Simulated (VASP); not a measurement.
The system is Si2Cl.

```
CELL_PARAMETERS angstrom
3.65598 0.00000 0.00000
0.00000 3.65598 0.00000
0.00000 0.00000 4.54149
ATOMIC_POSITIONS crystal
Si 0.50000 0.50000 0.50000
Si 0.50000 0.50000 0.00000
Cl 0.00000 0.00000 0.50000
```

```yaml
Program: VASP 6.6.1
Task: relaxation of cell and atoms
Functional: PBE
Potentials_or_basis: VASP PAW PBE potentials, release 64 (Si, Cl)
Cutoff: 600 eV
k_mesh: 6 × 6 × 4
Occupations: gaussian, width 0.1 eV
Spin: no spin polarisation
```

At the start: pressure 4.5 GPa; volume 20.23 Å³/atom.

Task: How do energy, volume and symmetry change on relaxing?

Result: Over 7 steps the energy falls by 102.5 meV/atom and the volume is 21.60 Å³/atom (+6.8 %); space group P4/mmm (No. 123, to 0.05 Å).

The path:
```csv
step,energy change (eV),largest force (eV/Å),pressure (GPa),volume (Å³)
1,0.0000,0.0000,4.52,60.70
2,-0.2699,0.0000,-0.47,65.71
3,-0.2862,0.0000,-1.24,67.20
4,-0.2872,0.0000,-1.48,67.69
5,-0.3051,0.0000,-0.65,65.88
6,-0.3059,0.0000,-0.42,65.43
7,-0.3075,0.0000,-0.06,64.81
```

Final structure:
```xyz
3
Lattice="3.5725 0.0000 0.0000 0.0000 3.5725 0.0000 0.0000 0.0000 5.0781" Properties=species:S:1:pos:R:3 pbc="T T T"
Si    1.7862    1.7862    2.5391
Si    1.7862    1.7862    5.0781
Cl    0.0000    0.0000    2.5391
```

Caveat: an odd number of electrons without spin polarisation forces a metal; a magnetic or distorted state may lie lower.
